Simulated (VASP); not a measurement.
Set up this calculation in VASP 6.6.1, as the native input.

| Quantity | Value |
| --- | --- |
| Task | single point |
| Functional | PBE |
| Potentials or basis | VASP PAW PBE potentials, release 64 (Mg) |
| Cutoff | 520 eV |
| k mesh | 14 × 14 × 14 |
| Occupations | fermi-dirac, width 0.1 eV |
| Spin | no spin polarisation |
| Dipole correction | no |
| Further INCAR settings | ALGO = Normal; EDIFF = 1e-07; NBANDS = 7 |

The structure of Mg lies in POSCAR:

```
Mg
1.0
   -1.7149869816      1.7149869816      1.7149869816
    1.7149869816     -1.7149869816      1.7149869816
    1.7149869816      1.7149869816     -1.7149869816
Mg
1
Direct
    0.0000000000      0.0000000000      0.0000000000
```

This cell differs from its parent crystal: volume scaled by 0.88.

One way to write it, as run:

INCAR

```
PREC     = Accurate       # precision mode
ENCUT    = 520            # plane-wave cutoff, eV
EDIFF    = 1E-7           # SCF threshold, eV
ISMEAR   = -1             # smearing method
SIGMA    = 0.1            # smearing width, eV
LREAL    = F              # projectors in reciprocal space
LASPH    = T              # aspherical terms in the spheres
NELM     = 60             # most SCF steps
ALGO     = Normal         # electronic algorithm
ISIF     = 2              # what is computed and relaxed
LWAVE    = F              # write WAVECAR
LCHARG   = F              # write CHGCAR
GGA      = PE             # functional
NBANDS   = 7              # bands
```

KPOINTS

```
Automatic mesh
0
Gamma
  14 14 14
```

Potentials or basis: VASP PAW PBE potentials, release 64 (Mg).

Run with:

```console
$ cat potpaw_PBE.64/Mg/POTCAR > POTCAR
$ mpirun -np 1 vasp_std > vasp.out
```

It gave:

The pressure is 5.7 GPa and the band gap on the k mesh is zero (band 1 reaches 7.40 eV, above the bottom of band 2 at 2.47 eV).

It took 7.2 s on 1 thread of Intel Xeon 6975P-C (shared host), peak memory 0.14 GiB.
